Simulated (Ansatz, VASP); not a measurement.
## One calculation of CoO, two programs

Contents of INCAR:

```
SYSTEM = CoO
ALGO = Normal
EDIFF = 1E-6
ENCUT = 520
GGA = PE
ISIF = 2
ISMEAR = 0
ISPIN = 2
IVDW = 12
LASPH = .TRUE.
LCHARG = .TRUE.
LDAU = .TRUE.
LDAUJ = 0 0
LDAUL = 2 -1
LDAUPRINT = 1
LDAUTYPE = 2
LDAUU = 3.32 0
LELF = .TRUE.
LMAXMIX = 4
LORBIT = 11
LREAL = .FALSE.
LVHAR = .TRUE.
LWAVE = .FALSE.
MAGMOM = -1 1 0 0
NBANDS = 27
NELM = 150
PREC = Accurate
SIGMA = 0.1
```

File KPOINTS:

```
k-points
0
G
  6 6 6
  0 0 0
```

The input POSCAR:

```
CoO
1.0
    1.6022198417      0.9250420569      5.1329417806
   -1.6022198417      0.9250420569      5.1329417806
    0.0000000000     -1.8500841138      5.1329417806
Co O
2 2
Direct
    0.9994877300      0.9994877300      0.9994877300
    0.4994905900      0.4994905900      0.4994905900
    0.3754955300      0.3754955300      0.3754955300
    0.8755255000      0.8755255000      0.8755255000
```

Input for Ansatz:

```yaml
crystal:
  lattice:
    - [1.6022198417, 0.9250420569, 5.1329417806]
    - [-1.6022198417, 0.9250420569, 5.1329417806]
    - [0.0, -1.8500841138, 5.1329417806]
  atoms:
    - { symbol: Co, position: [0.99948773, 0.99948773, 0.99948773], spin: -1.0 }
    - { symbol: Co, position: [0.49949059, 0.49949059, 0.49949059], spin: 1.0 }
    - { symbol: O, position: [0.37549553, 0.37549553, 0.37549553] }
    - { symbol: O, position: [0.8755255, 0.8755255, 0.8755255] }
basis:
  ecutwfc: 420
kpoints:
  mp_grid: { grid: [6, 6, 6] }
hamiltonian:
  xc: pbe
  dispersion: d3bj
  hubbard: { sites: [{ species: Co, l: d, u_eff: 3.32 }] }
scf:
  occupations: { method: gaussian, width: 0.1 }
  lower_state_search: "off"
output:
  forces: true
  stress: true
  eigenvalues: true
  populations: true
magnetization:
  spin_polarized: true
```

Alike in both runs: task single point; functional PBE; dispersion D3(BJ); k mesh 6 × 6 × 6; occupations gaussian, width 0.1 eV; collinear spin; Hubbard terms Co d U = 3.32 eV.

|  | VASP | Ansatz |
| --- | --- | --- |
| version | VASP 6.6.1 | Ansatz 0.2.0 |
| potentials or method | VASP PAW PBE potentials, release 64 (Co, O), cutoff 520 eV | scalar-relativistic, plane waves, PAW |
| valence electrons in the cell | 30 | 46 |

Ansatz gave:

| Item | Value |
| --- | --- |
| gap on the k mesh at the Fermi level (eV) | 0.99 |
| least direct gap on the mesh (eV) | 1.22 |
| pressure (GPa) | 7.3 |
| traceless stress, the component that is largest in VASP (GPa) | 1.13 |
| rms of the force components (eV/Å) | 0.057 |
| net moment per atom (μB) | 0.00 |
| size of the moment on the site where the two differ most (μB) | 2.33 |

Q: Which values does VASP return?

A: gap on the k mesh at the Fermi level (eV): 1.08; least direct gap on the mesh (eV): 1.30; pressure (GPa): 5.1; traceless stress, the component that is largest in VASP (GPa): 1.13; rms of the force components (eV/Å): 0.057; net moment per atom (μB): 0.00; size of the moment on the site where the two differ most (μB): 2.59.

Site moments also hang on the region over which each program counts them. The programs project onto different local orbitals, so the same U acts differently, and such runs can settle in different states. Atom by atom the forces differ by 0.000 eV/Å (rms over components). VASP's potentials hold 30 valence electrons a cell and Ansatz's 46, so a difference there can come from the potentials and not from the codes.
